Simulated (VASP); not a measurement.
# Mo (Fm-3m) in VASP: further runs

Mo is run at these levels: LDA; tasks: single point.

Everything below comes from runs of VASP 6.6.1. Logs are shortened: lines on timing, memory, paths and dates and some standing lists are left out, and cuts for length are marked.

## Step 1: The cell of the first run

The structure is cubic, space group Fm-3m (No. 225). The conventional cell has a = 3.936 Å, b = 3.936 Å, c = 3.936 Å, α = 90.00°, β = 90.00°, γ = 90.00°. Within 3.7 Å of Mo (site symmetry m-3m) lie 12 Mo at 2.78 Å.

## Step 2: Single point, LDA

Contents of INCAR:

```
PREC = Accurate ; ENCUT = 520
EDIFF = 1E-6 ; ISMEAR = -1
SIGMA = 0.1 ; LREAL = F
LASPH = T ; NELM = 60
ALGO = Normal ; ISIF = 2
LWAVE = F ; LCHARG = F
NBANDS = 13
```

Contents of KPOINTS:

```
regular mesh
0
Gamma
  23 23 23
```

Contents of POSCAR:

```
Mo
1.0
    0.0000000000      1.9679579650      1.9679579650
    1.9679579650      0.0000000000      1.9679579650
    1.9679579650      1.9679579650      0.0000000000
Mo
1
Direct
    0.0000000000      0.0000000000      0.0000000000
```

Potentials or basis: VASP PAW LDA potentials, release 64 (Mo_sv).

Command:

```sh
> cat potpaw_LDA.64/Mo_sv/POTCAR > POTCAR
> mpirun -np 1 vasp_std > vasp.out
```

OUTCAR:

```text
PREC = Accurate
   ENCUT = 520
   EDIFF = 1E-6
   ISMEAR = -1
   LREAL = F
   LASPH = T
   NELM = 60
   ISIF = 2

 ion  position               nearest neighbor table
   1  0.000  0.000  0.000-

  LATTYP: Found a face centered cubic cell.
 ALAT       =     3.9359159300

  Lattice vectors:

 A1 = (   0.0000000000,   1.9679579650,   1.9679579650)
 A2 = (   1.9679579650,   0.0000000000,   1.9679579650)
 A3 = (   1.9679579650,   1.9679579650,   0.0000000000)

Analysis of symmetry for initial positions (statically):
=====================================================================
 Subroutine PRICEL returns:
 Original cell was already a primitive cell.

 Routine SETGRP: Setting up the symmetry group for a
 face centered cubic supercell.

 Subroutine GETGRP returns: Found 48 space group operations
 (whereof 48 operations were pure point group operations)
 out of a pool of 48 trial point group operations.

The static configuration has the point symmetry O_h .

Analysis of symmetry for dynamics (positions and initial velocities):
=====================================================================
 Subroutine PRICEL returns:
 Original cell was already a primitive cell.

 Routine SETGRP: Setting up the symmetry group for a
 face centered cubic supercell.

 Subroutine GETGRP returns: Found 48 space group operations
 (whereof 48 operations were pure point group operations)
 out of a pool of 48 trial point group operations.

The dynamic configuration has the point symmetry O_h .

 Subroutine INISYM returns: Found 48 space group operations
 (whereof 48 operations are pure point group operations),
 and found     1 'primitive' translations

----------------------------------------------------------------------------------------

                                     Primitive cell

  volume of cell :      15.2432

  direct lattice vectors                    reciprocal lattice vectors
     0.000000000  1.967957965  1.967957965    -0.254070467  0.254070467  0.254070467
     1.967957965  0.000000000  1.967957965     0.254070467 -0.254070467  0.254070467
     1.967957965  1.967957965  0.000000000     0.254070467  0.254070467 -0.254070467

  length of vectors
     2.783112844  2.783112844  2.783112844     0.440062958  0.440062958  0.440062958

  position of ions in fractional coordinates (direct lattice)
     0.000000000  0.000000000  0.000000000

  ion indices of the primitive-cell ions
   primitive index   ion index
                 1           1

----------------------------------------------------------------------------------------

 KPOINTS: regular mesh

Automatic generation of k-mesh.
 Grid dimensions read from file:
 generate k-points for:   23   23   23

 Generating k-lattice:

  Cartesian coordinates                     Fractional coordinates (reciprocal lattice)
    -0.011046542  0.011046542  0.011046542     0.043478261  0.000000000  0.000000000
     0.011046542 -0.011046542  0.011046542     0.000000000  0.043478261  0.000000000
     0.011046542  0.011046542 -0.011046542     0.000000000  0.000000000  0.043478261

  Length of vectors
     0.019133172  0.019133172  0.019133172

  Shift w.r.t. Gamma in fractional coordinates (k-lattice)
     0.000000000  0.000000000  0.000000000

 Subroutine IBZKPT returns following result:
 ===========================================

 Found    364 irreducible k-points:

 Following reciprocal coordinates:
            Coordinates               Weight
  0.000000  0.000000  0.000000      1.000000
  0.043478  0.000000  0.000000      8.000000
  0.086957  0.000000  0.000000      8.000000
  0.130435  0.000000  0.000000      8.000000
  0.173913  0.000000  0.000000      8.000000
  0.217391  0.000000  0.000000      8.000000
[... 16 lines left out ...]
  0.478261  0.043478  0.000000     24.000000
 -0.478261  0.043478  0.000000     24.000000
 [... further k-points ...]
   k-points           NKPTS =    364   k-points in BZ     NKDIM =    364   number of bands    NBANDS=     13
   number of dos      NEDOS =    301   number of ions     NIONS =      1
   total plane-waves  NPLWV =  13824
   dimension x,y,z NGX =    24 NGY =   24 NGZ =   24
   dimension x,y,z NGXF=    48 NGYF=   48 NGZF=   48
   ions per type =               1
   NGX,Y,Z   is equivalent  to a cutoff of  14.34, 14.34, 14.34 a.u.
   NGXF,Y,Z  is equivalent  to a cutoff of  28.67, 28.67, 28.67 a.u.
 SYSTEM =  unknown system
   PREC   = accura    normal or accurate (medium, high low for compatibility)
   ISTART =      0    job   : 0-new  1-cont  2-samecut
   ICHARG =      2    charge: 1-file 2-atom 10-const
   ISPIN  =      1    spin polarized calculation?
   LNONCOLLINEAR =      F non collinear calculations
   LSORBIT =      F    spin-orbit coupling
   LASPH  =      T    aspherical Exc in radial PAW
   ENCUT  =  520.0 eV  38.22 Ry    6.18 a.u.   5.17  5.17  5.17*2*pi/ulx,y,z
   NELM   =     60;   NELMIN=  2; NELMDL= -5     # of ELM steps
   EDIFF  = 0.1E-05   stopping-criterion for ELM
   LREAL  =      F    real-space projection
   EDIFFG = 0.1E-04   stopping-criterion for IOM
   NSW    =      0    number of steps for IOM
   IBRION =     -1    ionic relax: 0-MD 1-quasi-New 2-CG
   NFREE  =      0    steps in history (QN), initial steepest desc. (CG)
   ISIF   =      2    stress and relaxation
   ISYM   =      2    0-nonsym 1-usesym 2-fastsym
   POTIM  = 0.5000    time-step for ionic-motion
   TEBEG  =    0.0;   TEEND  =   0.0 temperature during run
   PSTRESS=    0.0 pullay stress
   NELECT =      14.0000    total number of electrons
   NUPDOWN=      -1.0000    fix difference up-down
   EMIN   =  10.00;   EMAX   =-10.00  energy-range for DOS
   EFERMI =   0.00;   METHOD = LEGACY
   ISMEAR =    -1;   SIGMA  =   0.10  broadening in eV -4-tet -1-fermi 0-gaus
   EFERMI_NEDOS =   21; number of points for ismear=-14 and -15
   IALGO  =     38    algorithm
   IMIX   =      4    mixing-type and parameters
     AMIX     =   0.40;   BMIX     =  1.00
     AMIX_MAG =   1.60;   BMIX_MAG =  1.00
  volume/ion in A,a.u.               =      15.24       102.87
  Fermi-wavevector in a.u.,A,eV,Ry     =   1.591323  3.007165 34.454157  2.532309
  Thomas-Fermi vector in A             =   2.689881
   LORBIT       =      0    0 simple, 1 ext, 2 COOP (PROOUT), +10 PAW based schemes
   GGA     = CA    functional components
   LHFCALC =     F    Hartree Fock is set to
   AEXX    =    0.0000 exact exchange contribution
   IVDW    =     0    specifies the selected vdW correction
   LEPSILON=     F    determine dielectric tensor
   LRPA    =     F    only Hartree local field effects (RPA)
 non-spin polarized calculation
  energy-cutoff  :      520.00
  volume of cell :       15.24
 maximum number of plane-waves:       424
 NGX is ok and might be reduce to    24
   NGX = 11   NGY = 11   NGZ = 11

 number of electron      13.9999999 magnetization

 Free energy of the ion-electron system (eV)
  ---------------------------------------------------
  ext. energy  EPLUGINS =         0.00000000
  ---------------------------------------------------
  free energy    TOTEN  =       -11.71998924 eV

  energy without entropy =      -11.68023609  energy(sigma->0) =      -11.70011267

 E-fermi :  12.4422     XC(G=0): -13.7267

 val. band max:       12.4402084582   @ k =   0.4783   0.1739   0.0435
 cond. band min:      12.4436429622   @ k =  -0.3478   0.1304   0.0435
 fundamental gap:      0.0034345040
 Fermi energy:        12.4421503035

 k-point     1 :       0.0000    0.0000    0.0000
  band No.  band energies     occupation
      1     -47.9075      2.00000
      2     -21.3080      2.00000
      3     -21.3080      2.00000
      4     -21.3080      2.00000
      5       5.5702      2.00000
      6      11.6428      1.99932
      7      11.6428      1.99932
      8      11.6428      1.99932
      9      14.5028      0.00000
     10      14.5028      0.00000
     11      25.5735      0.00000
     12      31.0062      0.00000
     13      31.0062      0.00000

 k-point     2 :       0.0435    0.0000    0.0000
  band No.  band energies     occupation
      1     -47.9024      2.00000
      2     -21.3389      2.00000
      3     -21.3118      2.00000
      4     -21.3118      2.00000
      5       5.6529      2.00000
      6      11.5847      1.99962
      7      11.6810      1.99901
      8      11.6810      1.99901
      9      14.4699      0.00000
     10      14.4699      0.00000
     11      25.7357      0.00000
     12      30.6479      0.00000
     13      31.1556      0.00000

 k-point     3 :       0.0870    0.0000    0.0000
  band No.  band energies     occupation
      1     -47.8874      2.00000
      2     -21.4287      2.00000
      3     -21.3229      2.00000
      4     -21.3229      2.00000
      5       5.8933      2.00000
      6      11.4278      1.99992
      7      11.7870      1.99715
      8      11.7870      1.99715
      9      14.3861      0.00000
     10      14.3861      0.00000
     11      26.1952      0.00000
     12      29.8351      0.00000
     13      31.5951      0.00000

 k-point     4 :       0.1304    0.0000    0.0000
  band No.  band energies     occupation
      1     -47.8636      2.00000
      2     -21.5693      2.00000
      3     -21.3404      2.00000
      4     -21.3404      2.00000
      5       6.2669      2.00000
      6      11.2205      1.99999
      7      11.9310      1.98802
      8      11.9310      1.98802
      9      14.2963      0.00000
     10      14.2963      0.00000
     11      26.8496      0.00000
     12      28.9432      0.00000
     13      32.3006      0.00000

 k-point     5 :       0.1739    0.0000    0.0000
  band No.  band energies     occupation
      1     -47.8326      2.00000
      2     -21.7486      2.00000
      3     -21.3630      2.00000
      4     -21.3630      2.00000
      5       6.7256      2.00000
      6      11.0365      2.00000
      7      12.0570      1.95839
      8      12.0570      1.95839
      9      14.2748      0.00000
     10      14.2748      0.00000
     11      27.2448      0.00000
     12      28.4813      0.00000
     13      33.2383      0.00000
[... 257 lines left out ...]
 k-point    22 :       0.4348    0.0435    0.0000
  band No.  band energies     occupation
      1     -47.6401      2.00000
      2     -22.7612      2.00000
      3     -21.5112      2.00000
      4     -21.5075      2.00000
      5       7.7113      2.00000
      6      11.4081      1.99994
      7      11.5964      1.99958
      8      13.3561      0.00021
      9      16.4698      0.00000
     10      16.5762      0.00000
     11      24.4222      0.00000
     12      26.4105      0.00000
     13      32.3478      0.00000

 k-point    23 :       0.4783    0.0435    0.0000
  band No.  band energies     occupation
      1     -47.6262      2.00000
      2     -22.8308      2.00000
      3     -21.5224      2.00000
      4     -21.5157      2.00000
      5       7.6647      2.00000
      6      11.3409      1.99997
      7      11.5141      1.99981
      8      13.8513      0.00000
      9      16.7553      0.00000
     10      16.8754      0.00000
     11      24.2603      0.00000
     12      25.6721      0.00000
     13      31.9284      0.00000

 k-point    24 :      -0.4783    0.0435    0.0000
  band No.  band energies     occupation
      1     -47.6226      2.00000
      2     -22.8484      2.00000
      3     -21.5303      2.00000
      4     -21.5128      2.00000
      5       7.6524      2.00000
      6      11.3325      1.99997
      7      11.4842      1.99986
      8      13.9950      0.00000
      9      16.7180      0.00000
     10      17.0616      0.00000
     11      24.2245      0.00000
     12      25.4682      0.00000
     13      31.8219      0.00000

 [... further k-points ...]

------------------------ aborting loop because EDIFF is reached ----------------------------------------

  FORCE on cell =-STRESS in cart. coord.  units (eV):
  Direction    XX          YY          ZZ          XY          YZ          ZX
  --------------------------------------------------------------------------------------
  -------------------------------------------------------------------------------------
  Total        0.1292527      0.1292527      0.1292527     -0.0000000     -0.0000000     -0.0000000
  in kB       13.5854126     13.5854126     13.5854126     -0.0000000     -0.0000000     -0.0000000
  external PRESSURE =      13.5854126 kB  Pullay stress =       0.0000000 kB

 VOLUME and BASIS-vectors are now :
 -----------------------------------------------------------------------------
  energy-cutoff  :      520.00
  volume of cell :       15.24
      direct lattice vectors                 reciprocal lattice vectors
     0.000000000  1.967957965  1.967957965    -0.254070467  0.254070467  0.254070467
     1.967957965  0.000000000  1.967957965     0.254070467 -0.254070467  0.254070467
     1.967957965  1.967957965  0.000000000     0.254070467  0.254070467 -0.254070467

 POSITION                                       TOTAL-FORCE (eV/Angst)
 -----------------------------------------------------------------------------------
      0.00000      0.00000      0.00000        -0.000000      0.000000      0.000000
 -----------------------------------------------------------------------------------
    total drift:                               -0.000000     -0.000000     -0.000000

  FREE ENERGIE OF THE ION-ELECTRON SYSTEM (eV)
  ---------------------------------------------------
  free  energy   TOTEN  =       -11.7199892434 eV

  energy  without entropy=      -11.6802360869  energy(sigma->0) =      -11.70011267
```

Wall time 2.2 min (1 thread of AMD EPYC 7R13, shared host); peak memory 0.15 GiB.

Results:

- Free energy: -11.7200 eV
- Pressure: 1.4 GPa
- Band gap on the k mesh: zero (band 7 reaches 16.69 eV, above the bottom of band 8 at 11.64 eV)

## Step 3: Single point, LDA, non-collinear spin, zero start, spin-orbit coupling

Contents of INCAR:

```
SYSTEM = Mo
PREC = Accurate
ENCUT = 520
EDIFF = 1E-6
ISMEAR = -1
SIGMA = 0.1
LREAL = .False.
LASPH = .True.
NELM = 150
ALGO = Normal
ISIF = 2
LWAVE = .False.
LCHARG = .False.
MAGMOM = 0 0 0
LORBIT = 11
LSORBIT = .True.
GGA_COMPAT = .False.
LORBMOM = .True.
LMAXMIX = 4
GGA = CA
NBANDS = 25
```

Contents of KPOINTS:

```
regular mesh
0
Gamma
  14 14 14
  0 0 0
```

POSCAR is that of step 2.

Potentials or basis: VASP PAW LDA potentials, release 64 (Mo_sv).

Command:

```sh
> cat potpaw_LDA.64/Mo_sv/POTCAR > POTCAR
> mpirun -np 1 vasp_ncl > vasp.out
```

Run time: 3.1 min. Hardware: 1 thread of AMD EPYC 7R13, shared host; peak memory 0.18 GiB.

The run converged. Its results:

```
Free energy                                           : -11.8306 eV
Pressure                                              : 1.2 GPa
Net moment                                            : 0.00 μB per cell
Valence electrons inside the program's atomic spheres : Mo 12.62
```

Moments on the atoms (μB; x, y, z):
```
Mo  0.00 0.00 0.00
```
